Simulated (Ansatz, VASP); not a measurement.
# ScF3: VASP beside Ansatz

```xyz
4
Lattice="3.7759 0.0000 0.0000 0.0000 3.7759 0.0000 0.0000 0.0000 4.5310" Properties=species:S:1:pos:R:3 pbc="T T T"
Sc    0.0000    0.0000    0.0000
F     1.8879    0.0000    0.0000
F     0.0000    1.8879    0.0000
F     0.0000    0.0000    2.2655
```

Alike in both runs: task single point; functional LDA; k mesh 6 × 6 × 6; occupations gaussian, width 0.05 eV; no spin polarisation.

|  | VASP | Ansatz |
| --- | --- | --- |
| version | VASP 6.6.1 | Ansatz 0.2.0 |
| potentials or method | VASP PAW LDA potentials, release 64 (Sc_sv, F), cutoff 520 eV | scalar-relativistic, plane waves, PAW |
| valence electrons in the cell | 32 | 32 |

```csv
,VASP,Ansatz,Ansatz less VASP
gap on the k mesh at the Fermi level (eV),5.23,5.24,+0.014
least direct gap on the mesh (eV),5.25,5.27,+0.013
pressure (GPa),4.3,3.5,-0.85
"traceless stress, the component that is largest in VASP (GPa)",-25.09,-24.31,+0.776
```

LDA's correlation is that of Perdew and Zunger in VASP and of Perdew and Wang (1992) in Ansatz.
